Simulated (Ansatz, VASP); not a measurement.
# In8CuAu7 in VASP and in Ansatz

```
CELL_PARAMETERS angstrom
7.26540 -0.47336 -0.29915
-0.45048 6.99450 0.76275
-0.29582 0.76827 7.17721
ATOMIC_POSITIONS crystal
Cu 0.83571 0.75516 0.66649
In 0.95588 0.54494 0.08356
In 0.16291 0.07904 0.24110
In 0.44876 0.44009 0.07167
In 0.53675 0.02828 0.48428
In 0.09024 0.56135 0.50541
In 0.28284 0.18797 0.75160
In 0.73260 0.75260 0.29158
In 0.74572 0.33376 0.74229
Au 0.94880 0.98790 0.92035
Au 0.55705 0.91235 0.89702
Au 0.94326 0.15788 0.50868
Au 0.73901 0.17913 0.14074
Au 0.33673 0.74093 0.22660
Au 0.47967 0.59637 0.66097
Au 0.18978 0.75196 0.80637
```

Alike in both runs: functional PBE; k mesh 3 × 3 × 3; occupations gaussian, width 0.1 eV; no spin polarisation.

Ansatz relaxed the structure, and its values are those at the end. VASP's run is a single point on that final structure, the one shown.

|  | VASP | Ansatz |
| --- | --- | --- |
| version | VASP 6.6.1 | Ansatz 0.2.0 |
| potentials or method | VASP PAW PBE potentials, release 64 (Cu, In_d, Au), cutoff 520 eV | scalar-relativistic, plane waves, PAW |
| valence electrons in the cell | 192 | 256 |

VASP gave:

```
gap on the k mesh at the Fermi level (eV) : none
pressure (GPa)                            : -0.1
rms of the force components (eV/Å)        : 0.014
```

Problem. What did Ansatz give for the same quantities?

Solution. gap on the k mesh at the Fermi level (eV): none; pressure (GPa): 0.0; rms of the force components (eV/Å): 0.013.

A gap of «none» marks a metal or a gap that the smearing closes. VASP's potentials hold 192 valence electrons a cell and Ansatz's 256, so a difference there can come from the potentials and not from the codes.

Neither program's run includes spin-orbit coupling.
